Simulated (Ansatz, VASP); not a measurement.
## Cu in VASP and in Ansatz

The input INCAR:

```
PREC = Accurate ; ENCUT = 600
EDIFF = 1E-6 ; ISMEAR = -1
SIGMA = 0.1 ; LREAL = F
LASPH = T ; NELM = 60
ALGO = Normal ; ISIF = 3
LWAVE = F ; LCHARG = F
GGA = RP ; IBRION = 2
NSW = 80 ; EDIFFG = -0.01
```

Contents of KPOINTS:

```
regular mesh
0
Gamma
  11 11 11
```

The input POSCAR:

```
Cu
1.0
    0.0000000000      2.5168736955      2.5168736955
    2.5168736955      0.0000000000      2.5168736955
    2.5168736955      2.5168736955      0.0000000000
Cu
2
Direct
    0.1250000000      0.1250000000      0.1250000000
    0.8750000000      0.8750000000      0.8750000000
```

Input for Ansatz:

```yaml
crystal:
  lattice:
    - [0.0, 2.5168736955, 2.5168736955]
    - [2.5168736955, 0.0, 2.5168736955]
    - [2.5168736955, 2.5168736955, 0.0]
  atoms:
    - { symbol: Cu, position: [0.125, 0.125, 0.125] }
    - { symbol: Cu, position: [0.875, 0.875, 0.875] }
hamiltonian:
  xc: rpbe
  pseudopotentials:
    kind: paw
    azcp:
      Cu: "pseudopotentials/Cu.paw.azcp"
basis:
  ecutwfc: 420
  fft_grid_basis: typed
kpoints:
  mp_grid: { grid: [11, 11, 11], shift: [0, 0, 0] }
magnetization:
  spin_polarized: false
scf:
  occupations: { method: fermi_dirac, width: 0.1 }
relax:
  max_steps: 60
  f_tol: 0.01
  cell: {}
```

Alike in both runs: task relaxation of cell and atoms; functional RPBE; k mesh 11 × 11 × 11; occupations fermi-dirac, width 0.1 eV; no spin polarisation.

```csv
,VASP,Ansatz
version,VASP 6.6.1,Ansatz 0.2.0
potentials or method,"VASP PAW PBE potentials, release 64 (Cu), cutoff 600 eV","plane waves (420 eV) with PAW, scalar-relativistic"
valence electrons in the cell,22,38
```

VASP gave:

- relaxed volume (Å³/atom): 20.25
- relaxed cell length with the largest relative difference (Å): 3.855

Task: What did Ansatz give for the same quantities?

Result: Relaxed volume (Å³/atom): 20.18; relaxed cell length with the largest relative difference (Å): 3.850.

VASP's potentials were made for PBE, not for RPBE. VASP's potentials hold 22 valence electrons a cell and Ansatz's 38, so a difference there can come from the potentials and not from the codes.

Noted on VASP's run: the volume moved by over 15 % at a fixed basis, so the end points are rough.
